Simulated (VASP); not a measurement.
Write the native input for VASP 6.6.1 that does the following.

```
Task                   : single point
Functional             : LDA
Potentials or basis    : VASP PAW LDA potentials, release 64 (Al, N)
Cutoff                 : 520 eV
k mesh                 : 8 × 8 × 4
Occupations            : gaussian, width 0.01 eV
Spin                   : no spin polarisation
Dipole correction      : no
Further INCAR settings : ALGO = Normal; EDIFF = 1e-06; NBANDS = 16
```

The structure of AlN lies in POSCAR:

```
AlN
1.0
    3.0269946508      0.0000000000      0.0000000000
   -1.5134973254      2.6214542647      0.0000000000
    0.0000000000      0.0000000000      5.0004440470
Al N
2 2
Direct
    0.3333333333      0.6666666667      0.0019499163
    0.6666666667      0.3333333333      0.5019499163
    0.3333333333      0.6666666667      0.3780500837
    0.6666666667      0.3333333333      0.8780500837
```

This cell differs from its parent crystal: film at in-plane strain -0.02.

These files were run (other wordings do the same):

INCAR

```
SYSTEM = AlN
PREC = Accurate
ENCUT = 520
EDIFF = 1E-6
ISMEAR = 0
SIGMA = 0.01
LREAL = .FALSE.
LASPH = .TRUE.
NELM = 100
ALGO = Normal
ISIF = 2
LWAVE = .FALSE.
LCHARG = .FALSE.
GGA = CA
NBANDS = 16
```

KPOINTS

```
regular mesh
0
G
  8 8 4
  0 0 0
```

Potentials or basis: VASP PAW LDA potentials, release 64 (Al, N).

Run with:

```bash
$ cat potpaw_LDA.64/Al/POTCAR potpaw_LDA.64/N/POTCAR > POTCAR
$ mpirun -np 1 vasp_std > vasp.out
```

Results of the run:

```
Pressure               : 7.5 GPa
Largest force          : 0.007 eV/Å
Band gap on the k mesh : 4.77 eV, direct
```

Caveat: the cell differs from its parent crystal (film at in-plane strain -0.02).

Run time: 32 s on 1 thread of AMD EPYC 7R13 (shared host), peak memory 0.11 GiB.
